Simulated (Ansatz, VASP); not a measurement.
## HfN: VASP beside Ansatz

```
CELL_PARAMETERS angstrom
0.00000 2.16864 2.16864
2.16864 0.00000 2.16864
2.16864 2.16864 0.00000
ATOMIC_POSITIONS crystal
Hf 0.00000 0.00000 0.00000
N 0.50000 0.50000 0.50000
```

Change from the starting cell: strain -0.040 along x and y, -0.040 along z, atoms carried along.

Alike in both runs: task single point; functional PBE; k mesh 18 × 18 × 18; occupations gaussian, width 0.15 eV; no spin polarisation.

```csv
,VASP,Ansatz
version,VASP 6.6.1,Ansatz 0.2.0
potentials or method,"VASP PAW PBE potentials, release 64 (Hf_pv, N), cutoff 520 eV","scalar-relativistic, plane waves, PAW"
valence electrons in the cell,15,31
```

Ansatz gave:

* gap on the k mesh at the Fermi level (eV): none
* pressure (GPa): 50.7

**Question.** Estimate VASP's values.

**Answer.** gap on the k mesh at the Fermi level (eV): none; pressure (GPa): 48.1.

A gap of «none» marks a metal or a gap that the smearing closes. Both programs put the cell under a high pressure, so it lies far from rest at this level. VASP's potentials hold 15 valence electrons a cell and Ansatz's 31, so a difference there can come from the potentials and not from the codes.

Spin-orbit coupling is off throughout.
